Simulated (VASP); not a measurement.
Here is a VASP 6.6.1 calculation.

Contents of INCAR:

```
PREC = Accurate
ENCUT = 520
EDIFF = 1E-6
ISMEAR = 0
SIGMA = 0.02
LREAL = F
LASPH = T
NELM = 60
ALGO = Normal
ISIF = 2
LWAVE = F
LCHARG = F
GGA = PE
NBANDS = 16
```

Contents of KPOINTS:

```
regular mesh
0
Gamma
  8 8 8
```

POSCAR

```
ZnS
1.0
    0.0000000000      2.7214945947      2.7214945947
    2.7214945947      0.0000000000      2.7214945947
    2.7214945947      2.7214945947      0.0000000000
Zn S
1 1
Direct
    0.5000000000      0.5000000000      0.5000000000
    0.2500000000      0.2500000000      0.2500000000
```

Potentials or basis: VASP PAW PBE potentials, release 64 (Zn, S).

Run with:

```bash
$ cat potpaw_PBE.64/Zn/POTCAR potpaw_PBE.64/S/POTCAR > POTCAR
$ mpirun -np 1 vasp_std > vasp.out
```

(1) Predict the band gap on the k mesh.

(2) Estimate the pressure.

Results:

(1) 2.02 eV.

(2) 0.2 GPa.
